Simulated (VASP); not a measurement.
## Be3ZnSe4: relaxation of cell and atoms with PBE

The system is Be3ZnSe4.

```
Be Zn Se
1.0
    -2.66114    2.66114    5.29872
     2.66114   -2.66114    5.29872
     2.66114    2.66114   -5.29872
Be Zn Se
3 1 4
Direct
  0.75000 0.25000 0.50000
  0.25000 0.75000 0.50000
  0.50000 0.50000 0.00000
  0.00000 0.00000 0.00000
  0.39815 0.86496 0.00000
  0.86496 0.39815 0.00000
  0.60185 0.60185 0.46682
  0.13504 0.13504 0.53318
```

```
Program                : VASP 6.6.1
Task                   : relaxation of cell and atoms
Functional             : PBE
Potentials or basis    : VASP PAW PBE potentials, release 64 (Be, Zn, Se)
Cutoff                 : 600 eV
k mesh                 : 6 × 6 × 6
Occupations            : gaussian, width 0.01 eV
Spin                   : no spin polarisation
Dipole correction      : no
Further INCAR settings : ALGO = Normal; EDIFF = 1e-06; IBRION = 2; EDIFFG = -0.001; NSW = 80; ISIF = 3
```

```
Relaxed volume                        : 18.81 Å³/atom
Relaxed cell                          : a = 6.505 Å, b = 6.505 Å, c = 6.505 Å, α = 131.66°, β = 131.66°, γ = 70.77°
Space group after relaxing (to 0.1 Å) : I-42m (No. 121)
Energy gained by relaxing             : 0.0 meV/atom
Ionic steps                           : 8
Pressure after relaxing               : 0.0 GPa
Band gap on the k mesh                : 2.73 eV
```

Step by step:
```csv
step,energy change (eV),largest force (eV/Å),pressure (GPa),volume (Å³)
1,0.0000,0.0105,0.17,150.10
2,-0.0002,0.0023,-0.02,150.53
3,-0.0002,0.0029,0.00,150.49
4,-0.0002,0.0034,0.00,150.48
5,-0.0002,0.0069,0.08,150.29
6,-0.0002,0.0032,0.01,150.47
7,-0.0002,0.0017,0.00,150.47
8,-0.0002,0.0005,0.00,150.47
```

Final structure:
```xyz
8
Lattice="-2.6634 2.6634 5.3029 2.6634 -2.6634 5.3029 2.6634 2.6634 -5.3029" Properties=species:S:1:pos:R:3 pbc="T T T"
Be    0.0000    2.6634    2.6515
Be    2.6634    0.0000    2.6515
Be    0.0000    0.0000    5.3029
Zn    0.0000    0.0000    0.0000
Se    1.2432   -1.2432    6.6989
Se   -1.2432    1.2432    6.6989
Se    1.2432    1.2432    3.9070
Se    1.4203    1.4203   -1.3959
```

Levels at points of the mesh, in eV from the valence-band top:
```
           k point  band 17  band 18  band 19  band 20  band 21  band 22  band 23  band 24  band 25  band 26
(0.00, 0.00, 0.00)    -2.37    -2.37    -0.10     0.00     0.00     2.73     3.08     3.87     5.09     5.09
(0.50, 0.00, 0.00)    -2.25    -2.14    -1.48    -1.06    -1.01     4.52     4.82     4.88     5.12     5.64
(0.50, 0.50, 0.00)    -1.24    -1.16    -0.98    -0.68    -0.67     3.29     3.83     4.62     5.14     5.72
(0.50, 0.50, 0.50)    -2.06    -1.85    -1.85    -1.10    -1.10     2.80     2.80     3.31     3.53     4.20
```

Run time: 8 min on 1 thread of Intel(R) Xeon(R) 6975P-C (Granite Rapids), with other jobs on the host, peak memory 0.48 GiB.

A k mesh can miss the band edges.
